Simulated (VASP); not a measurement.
# B (Pnnm) in VASP: single point with PBE

Aim: the single point of B with PBE.

Everything below comes from runs of VASP 6.6.1. Logs are shortened: lines on timing, memory, paths and dates and some standing lists are left out, and cuts for length are marked.

## (1) The cell of the first run

Symmetry: Pnnm, No. 58, orthorhombic system. The conventional cell has a = 5.032 Å, b = 5.600 Å, c = 6.939 Å, α = 90.00°, β = 90.00°, γ = 90.00°. Within 2.3 Å of B (site symmetry 1) lie 7 B at 1.76 to 2.07 Å. B (site symmetry m) has 6 B at 1.67 to 1.80 Å within 2.2 Å. B (site symmetry m) has 6 B at 1.65 to 1.78 Å within 2.2 Å. B (site symmetry 1) has 7 B at 1.74 to 1.90 Å within 2.3 Å. B (site symmetry m) has 6 B at 1.67 to 2.07 Å within 2.2 Å.

## (2) Single point, PBE

Contents of INCAR:

```
  PREC = Accurate
  ENCUT = 500
  EDIFF = 1E-6
  ISMEAR = 0
  SIGMA = 0.1
  LREAL = False
  LASPH = True
  NELM = 120
  ALGO = Normal
  ISIF = 2
  LWAVE = False
  LCHARG = False
  GGA = PE
  NBANDS = 62
  GGA_COMPAT = False
```

Contents of KPOINTS:

```
regular mesh
0
Gamma
  4 4 4
```

Contents of POSCAR:

```
B
1.0
    5.0316443900      0.0000000000      0.0000000000
    0.0000000000      5.5996521400      0.0000000000
    0.0000000000      0.0000000000      6.9388463900
B
28
Direct
    0.6531271600      0.9070999000      0.2918777100
    0.3468728400      0.0929001000      0.2918777100
    0.1531271600      0.5929001000      0.2081222900
    0.8468728400      0.4070999000      0.2081222900
    0.3468728400      0.0929001000      0.7081222900
    0.6531271600      0.9070999000      0.7081222900
    0.8468728400      0.4070999000      0.7918777100
    0.1531271600      0.5929001000      0.7918777100
    0.1479907600      0.7709632500      0.0000000000
    0.8520092400      0.2290367500      0.0000000000
    0.6479907600      0.7290367500      0.5000000000
    0.3520092400      0.2709632500      0.5000000000
    0.8358032500      0.9922856100      0.5000000000
    0.1641967500      0.0077143900      0.5000000000
    0.3358032500      0.5077143900      0.0000000000
    0.6641967500      0.4922856100      0.0000000000
    0.3393255500      0.7807524000      0.3746740300
    0.6606744500      0.2192476000      0.3746740300
    0.8393255500      0.7192476000      0.1253259700
    0.1606744500      0.2807524000      0.1253259700
    0.6606744500      0.2192476000      0.6253259700
    0.3393255500      0.7807524000      0.6253259700
    0.1606744500      0.2807524000      0.8746740300
    0.8393255500      0.7192476000      0.8746740300
    0.1699323800      0.5195258900      0.5000000000
    0.8300676200      0.4804741100      0.5000000000
    0.6699323800      0.9804741100      0.0000000000
    0.3300676200      0.0195258900      0.0000000000
```

Potentials or basis: VASP PAW PBE potentials, release 64 (B).

Run with:

```console
cat potpaw_PBE.64/B/POTCAR > POTCAR
mpirun -np 1 vasp_std > vasp.out
```

OUTCAR:

```text
PREC = Accurate
   ENCUT = 500
   EDIFF = 1E-6
   ISMEAR = 0
   LREAL = False
   LASPH = True
   NELM = 120
   ISIF = 2
   GGA = PE

 ion  position               nearest neighbor table
   1  0.653  0.907  0.292-  11 1.76  13 1.78  19 1.82  17 1.82  18 1.84   2 1.86  27 2.07
   2  0.347  0.093  0.292-  12 1.76  14 1.78  20 1.82  18 1.82  17 1.84   1 1.86  28 2.07
   3  0.153  0.593  0.208-   9 1.76  15 1.78  17 1.82  19 1.82  20 1.84   4 1.86  25 2.07
   4  0.847  0.407  0.208-  10 1.76  16 1.78  18 1.82  20 1.82  19 1.84   3 1.86  26 2.07
   5  0.347  0.093  0.708-  12 1.76  14 1.78  23 1.82  21 1.82  22 1.84   6 1.86  28 2.07
   6  0.653  0.907  0.708-  11 1.76  13 1.78  24 1.82  22 1.82  21 1.84   5 1.86  27 2.07
   7  0.847  0.407  0.792-  10 1.76  16 1.78  21 1.82  23 1.82  24 1.84   8 1.86  26 2.07
   8  0.153  0.593  0.792-   9 1.76  15 1.78  22 1.82  24 1.82  23 1.84   7 1.86  25 2.07
   9  0.148  0.771  0.000-  28 1.67  15 1.75   3 1.76   8 1.76  24 1.80  19 1.80
  10  0.852  0.229  0.000-  27 1.67  16 1.75   4 1.76   7 1.76  23 1.80  20 1.80
  11  0.648  0.729  0.500-  26 1.67  13 1.75   1 1.76   6 1.76  22 1.80  17 1.80
  12  0.352  0.271  0.500-  25 1.67  14 1.75   2 1.76   5 1.76  21 1.80  18 1.80
  13  0.836  0.992  0.500-  14 1.65  11 1.75  18 1.77  21 1.77   1 1.78   6 1.78
  14  0.164  0.008  0.500-  13 1.65  12 1.75  17 1.77  22 1.77   2 1.78   5 1.78
  15  0.336  0.508  0.000-  16 1.65   9 1.75  20 1.77  23 1.77   3 1.78   8 1.78
  16  0.664  0.492  0.000-  15 1.65  10 1.75  19 1.77  24 1.77   4 1.78   7 1.78
  17  0.339  0.781  0.375-  22 1.74  14 1.77  11 1.80   3 1.82   1 1.82   2 1.84  25 1.90
  18  0.661  0.219  0.375-  21 1.74  13 1.77  12 1.80   4 1.82   2 1.82   1 1.84  26 1.90
  19  0.839  0.719  0.125-  24 1.74  16 1.77   9 1.80   1 1.82   3 1.82   4 1.84  27 1.90
  20  0.161  0.281  0.125-  23 1.74  15 1.77  10 1.80   2 1.82   4 1.82   3 1.84  28 1.90
  21  0.661  0.219  0.625-  18 1.74  13 1.77  12 1.80   7 1.82   5 1.82   6 1.84  26 1.90
  22  0.339  0.781  0.625-  17 1.74  14 1.77  11 1.80   8 1.82   6 1.82   5 1.84  25 1.90
  23  0.161  0.281  0.875-  20 1.74  15 1.77  10 1.80   5 1.82   7 1.82   8 1.84  28 1.90
  24  0.839  0.719  0.875-  19 1.74  16 1.77   9 1.80   6 1.82   8 1.82   7 1.84  27 1.90
  25  0.170  0.520  0.500-  12 1.67  26 1.72  22 1.90  17 1.90   3 2.07   8 2.07
  26  0.830  0.480  0.500-  11 1.67  25 1.72  21 1.90  18 1.90   4 2.07   7 2.07
  27  0.670  0.980  0.000-  10 1.67  28 1.72  24 1.90  19 1.90   1 2.07   6 2.07
  28  0.330  0.020  0.000-   9 1.67  27 1.72  23 1.90  20 1.90   2 2.07   5 2.07

  LATTYP: Found a simple orthorhombic cell.
 ALAT       =     5.0316443900
 B/A-ratio  =     1.1128871013
 C/A-ratio  =     1.3790414926

  Lattice vectors:

 A1 = (   5.0316443900,   0.0000000000,   0.0000000000)
 A2 = (   0.0000000000,   5.5996521400,   0.0000000000)
 A3 = (   0.0000000000,   0.0000000000,   6.9388463900)

Analysis of symmetry for initial positions (statically):
=====================================================================
 Subroutine PRICEL returns:
 Original cell was already a primitive cell.

 Routine SETGRP: Setting up the symmetry group for a
 simple orthorhombic supercell.

 Subroutine GETGRP returns: Found  8 space group operations
 (whereof  4 operations were pure point group operations)
 out of a pool of  8 trial point group operations.

The static configuration has the point symmetry C_2h.
 The point group associated with its full space group is D_2h.

Analysis of symmetry for dynamics (positions and initial velocities):
=====================================================================
 Subroutine PRICEL returns:
 Original cell was already a primitive cell.

 Routine SETGRP: Setting up the symmetry group for a
 simple orthorhombic supercell.

 Subroutine GETGRP returns: Found  8 space group operations
 (whereof  4 operations were pure point group operations)
 out of a pool of  8 trial point group operations.

The dynamic configuration has the point symmetry C_2h.
 The point group associated with its full space group is D_2h.

 Subroutine INISYM returns: Found  8 space group operations
 (whereof  4 operations are pure point group operations),
 and found     1 'primitive' translations

----------------------------------------------------------------------------------------

                                     Primitive cell

  volume of cell :     195.5052

  direct lattice vectors                    reciprocal lattice vectors
     5.031644390  0.000000000  0.000000000     0.198742185  0.000000000  0.000000000
     0.000000000  5.599652140  0.000000000     0.000000000  0.178582522  0.000000000
     0.000000000  0.000000000  6.938846390     0.000000000  0.000000000  0.144116175

  length of vectors
[... 65 lines left out ...]
 KPOINTS: regular mesh

Automatic generation of k-mesh.
 Grid dimensions read from file:
 generate k-points for:    4    4    4

 Generating k-lattice:

  Cartesian coordinates                     Fractional coordinates (reciprocal lattice)
     0.049685546  0.000000000  0.000000000     0.250000000  0.000000000  0.000000000
     0.000000000  0.044645630  0.000000000     0.000000000  0.250000000  0.000000000
     0.000000000  0.000000000  0.036029044     0.000000000  0.000000000  0.250000000

  Length of vectors
     0.049685546  0.044645630  0.036029044

  Shift w.r.t. Gamma in fractional coordinates (k-lattice)
     0.000000000  0.000000000  0.000000000

 Subroutine IBZKPT returns following result:
 ===========================================

 Found     27 irreducible k-points:

 Following reciprocal coordinates:
            Coordinates               Weight
  0.000000  0.000000  0.000000      1.000000
  0.250000  0.000000  0.000000      2.000000
  0.500000  0.000000  0.000000      1.000000
  0.000000  0.250000  0.000000      2.000000
  0.250000  0.250000  0.000000      4.000000
  0.500000  0.250000  0.000000      2.000000
[... 16 lines left out ...]
  0.250000  0.250000  0.500000      4.000000
  0.500000  0.250000  0.500000      2.000000
 [... further k-points ...]
   k-points           NKPTS =     27   k-points in BZ     NKDIM =     27   number of bands    NBANDS=     62
   number of dos      NEDOS =    301   number of ions     NIONS =     28
   total plane-waves  NPLWV =  90720
   dimension x,y,z NGX =    40 NGY =   42 NGZ =   54
   dimension x,y,z NGXF=    80 NGYF=   84 NGZF=  108
   ions per type =              28
   NGX,Y,Z   is equivalent  to a cutoff of  13.22, 12.47, 12.94 a.u.
   NGXF,Y,Z  is equivalent  to a cutoff of  26.43, 24.94, 25.88 a.u.
 SYSTEM =  unknown system
   PREC   = accura    normal or accurate (medium, high low for compatibility)
   ISTART =      0    job   : 0-new  1-cont  2-samecut
   ICHARG =      2    charge: 1-file 2-atom 10-const
   ISPIN  =      1    spin polarized calculation?
   LNONCOLLINEAR =      F non collinear calculations
   LSORBIT =      F    spin-orbit coupling
   LASPH  =      T    aspherical Exc in radial PAW
   ENCUT  =  500.0 eV  36.75 Ry    6.06 a.u.   9.17 10.21 12.65*2*pi/ulx,y,z
   NELM   =    120;   NELMIN=  2; NELMDL= -5     # of ELM steps
   EDIFF  = 0.1E-05   stopping-criterion for ELM
   LREAL  =      F    real-space projection
[... 7 lines left out ...]
   TEBEG  =    0.0;   TEEND  =   0.0 temperature during run
   PSTRESS=    0.0 pullay stress
   NELECT =      84.0000    total number of electrons
   NUPDOWN=      -1.0000    fix difference up-down
   EMIN   =  10.00;   EMAX   =-10.00  energy-range for DOS
   EFERMI =   0.00;   METHOD = LEGACY
   ISMEAR =     0;   SIGMA  =   0.10  broadening in eV -4-tet -1-fermi 0-gaus
   EFERMI_NEDOS =   21; number of points for ismear=-14 and -15
   IALGO  =     38    algorithm
   IMIX   =      4    mixing-type and parameters
     AMIX     =   0.40;   BMIX     =  1.00
     AMIX_MAG =   1.60;   BMIX_MAG =  1.00
  volume/ion in A,a.u.               =       6.98        47.12
  Fermi-wavevector in a.u.,A,eV,Ry     =   1.235327  2.334429 20.762928  1.526032
  Thomas-Fermi vector in A             =   2.369981
   LORBIT       =      0    0 simple, 1 ext, 2 COOP (PROOUT), +10 PAW based schemes
   GGA     = PE    functional components
   LHFCALC =     F    Hartree Fock is set to
   AEXX    =    0.0000 exact exchange contribution
   IVDW    =     0    specifies the selected vdW correction
   LEPSILON=     F    determine dielectric tensor
   LRPA    =     F    only Hartree local field effects (RPA)
 non-spin polarized calculation
 Gauss-broadening in eV      SIGMA  =   0.10
  energy-cutoff  :      500.00
  volume of cell :      195.51
 maximum number of plane-waves:      4992
 NGX is ok and might be reduce to    40
   NGX = 19   NGY = 21   NGZ = 25

 number of electron      84.0000000 magnetization

 Free energy of the ion-electron system (eV)
  ---------------------------------------------------
  ext. energy  EPLUGINS =         0.00000000
  ---------------------------------------------------
  free energy    TOTEN  =      -186.95368491 eV

  energy without entropy =     -186.95368491  energy(sigma->0) =     -186.95368491

 E-fermi :   6.3926     XC(G=0): -11.8232

 val. band max:        5.9786051606   @ k =   0.0000   0.0000   0.0000
 cond. band min:       7.6084753281   @ k =   0.0000   0.5000   0.5000
 fundamental gap:      1.6298701675
 Fermi energy:         6.3925730810

 k-point     1 :       0.0000    0.0000    0.0000
  band No.  band energies     occupation
      1      -9.9009      2.00000
      2      -8.7797      2.00000
      3      -6.4882      2.00000
      4      -6.1300      2.00000
      5      -5.6774      2.00000
      6      -5.4495      2.00000
[... 1357 lines left out ...]
     53      11.2426      0.00000
     54      11.2426      0.00000

 [... further k-points ...]

 [bands above 54 left out]

------------------------ aborting loop because EDIFF is reached ----------------------------------------

  FORCE on cell =-STRESS in cart. coord.  units (eV):
  Direction    XX          YY          ZZ          XY          YZ          ZX
  --------------------------------------------------------------------------------------
  -------------------------------------------------------------------------------------
  Total        1.5212333      1.3348046     -0.0287490      0.0000000      0.0000000      0.0000000
  in kB       12.4666033     10.9388081     -0.2355998      0.0000000      0.0000000      0.0000000
  external PRESSURE =       7.7232706 kB  Pullay stress =       0.0000000 kB

 VOLUME and BASIS-vectors are now :
 -----------------------------------------------------------------------------
  energy-cutoff  :      500.00
  volume of cell :      195.51
      direct lattice vectors                 reciprocal lattice vectors
     5.031644390  0.000000000  0.000000000     0.198742185  0.000000000  0.000000000
     0.000000000  5.599652140  0.000000000     0.000000000  0.178582522  0.000000000
     0.000000000  0.000000000  6.938846390     0.000000000  0.000000000  0.144116175

 POSITION                                       TOTAL-FORCE (eV/Angst)
 -----------------------------------------------------------------------------------
      3.28630      5.07944      2.02529         0.002743      0.023942     -0.098140
      1.74534      0.52021      2.02529        -0.002743     -0.023942     -0.098140
      0.77048      3.32003      1.44413         0.002743     -0.023942      0.098140
      4.26116      2.27962      1.44413        -0.002743      0.023942      0.098140
      1.74534      0.52021      4.91355        -0.002743     -0.023942      0.098140
      3.28630      5.07944      4.91355         0.002743      0.023942      0.098140
[... 20 lines left out ...]
      3.37086      5.49031      0.00000         0.004274     -0.142640      0.000000
      1.66078      0.10934      0.00000        -0.004274      0.142640      0.000000
 -----------------------------------------------------------------------------------
    total drift:                                0.000000     -0.000000     -0.000000

  FREE ENERGIE OF THE ION-ELECTRON SYSTEM (eV)
  ---------------------------------------------------
  free  energy   TOTEN  =      -186.9536849134 eV

  energy  without entropy=     -186.9536849134  energy(sigma->0) =     -186.95368491
```

It took 7.1 min on 1 thread of Oxide Virtual Turin-like, shared host; peak memory 0.35 GiB.

Results:

```
Free energy            : -186.9537 eV
Pressure               : 0.8 GPa
Largest force          : 0.143 eV/Å
Band gap on the k mesh : 1.63 eV (least direct gap 1.82 eV)
```

Forces on the atoms (eV/Å):
```
B    0.003  0.024 -0.098
B   -0.003 -0.024 -0.098
B    0.003 -0.024  0.098
B   -0.003  0.024  0.098
B   -0.003 -0.024  0.098
B    0.003  0.024  0.098
B   -0.003  0.024 -0.098
B    0.003 -0.024 -0.098
B   -0.024  0.004  0.000
B    0.024 -0.004  0.000
B   -0.024 -0.004  0.000
B    0.024  0.004  0.000
B   -0.021 -0.012  0.000
B    0.021  0.012  0.000
B   -0.021  0.012  0.000
B    0.021 -0.012  0.000
B   -0.019 -0.027 -0.067
B    0.019  0.027 -0.067
B   -0.019  0.027  0.067
B    0.019 -0.027  0.067
B    0.019  0.027  0.067
B   -0.019 -0.027  0.067
B    0.019 -0.027 -0.067
B   -0.019  0.027 -0.067
B    0.004  0.143  0.000
B   -0.004 -0.143  0.000
B    0.004 -0.143  0.000
B   -0.004  0.143  0.000
```

Stress tensor (GPa, compression positive):
```
 1.25  0.00  0.00
 0.00  1.09  0.00
 0.00  0.00 -0.02
```

Levels at points of the mesh, in eV from the valence-band top:
```tsv
k point	band 39	band 40	band 41	band 42	band 43	band 44	band 45	band 46
(0.00, 0.00, 0.00)	-0.89	-0.48	-0.35	0.00	2.46	2.88	3.23	3.81
(0.50, 0.00, 0.00)	-1.17	-1.17	-0.77	-0.77	2.25	2.25	3.16	3.16
(0.00, 0.50, 0.00)	-1.39	-1.39	-1.15	-1.15	2.04	2.04	2.80	2.80
(0.50, 0.50, 0.00)	-2.05	-2.05	-1.47	-1.47	2.21	2.21	2.73	2.73
(0.00, 0.00, 0.50)	-0.69	-0.69	-0.16	-0.16	2.03	2.03	3.87	3.87
(0.50, 0.00, 0.50)	-0.83	-0.83	-0.16	-0.16	1.90	1.90	2.57	2.57
(0.00, 0.50, 0.50)	-0.98	-0.98	-0.19	-0.19	1.63	1.63	3.03	3.03
(0.50, 0.50, 0.50)	-1.08	-1.08	-0.47	-0.47	1.74	1.74	3.10	3.10
```
